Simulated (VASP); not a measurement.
Set up this calculation in VASP 6.6.1, as the native input.

* Task: single point
* Functional: PBEsol
* Potentials or basis: VASP PAW PBE potentials, release 64 (Ti_sv, Al)
* Cutoff: 520 eV
* k mesh: 14 × 14 × 14
* Occupations: gaussian, width 0.15 eV
* Spin: no spin polarisation
* Dipole correction: no
* Further INCAR settings: ALGO = Normal; EDIFF = 1e-07; NBANDS = 14

The structure of TiAl lies in POSCAR:

```
TiAl
1.0
    3.0402471496      0.0000000000      0.0000000000
    0.0000000000      3.0402471496      0.0000000000
    0.0000000000      0.0000000000      3.1560751060
Ti Al
1 1
Direct
    0.0000000000      0.0000000000      0.0000000000
    0.5000000000      0.5000000000      0.5000000000
```

This cell differs from its parent crystal: normal strain along x -0.0367, normal strain along y -0.0367.

The input as run:

INCAR

```
SYSTEM = TiAl
  PREC = Accurate
  ENCUT = 520
  EDIFF = 1E-7
  ISMEAR = 0
  SIGMA = 0.15
  LREAL = .FALSE.
  LASPH = .TRUE.
  NELM = 100
  ALGO = Normal
  ISIF = 2
  LWAVE = .FALSE.
  LCHARG = .FALSE.
  GGA = PS
  NBANDS = 14
```

KPOINTS

```
Automatic mesh
0
G
  14 14 14
  0 0 0
```

Potentials or basis: VASP PAW PBE potentials, release 64 (Ti_sv, Al).

Launch:

```console
$ cat potpaw_PBE.64/Ti_sv/POTCAR potpaw_PBE.64/Al/POTCAR > POTCAR
$ mpirun -np 1 vasp_std > vasp.out
```

It gave:

The pressure is 10.4 GPa and the band gap on the k mesh is zero (an odd number of electrons rules out a gap without spin polarisation).

Caveat: the cell differs from its parent crystal (normal strain along x -0.0367, normal strain along y -0.0367); the cell stands under pressure; the PAW data sets were made with another functional, which shifts forces and pressure a little.

Run time: 2.1 min on 1 thread of Intel Xeon 8259CL (shared host), peak memory 0.24 GiB.
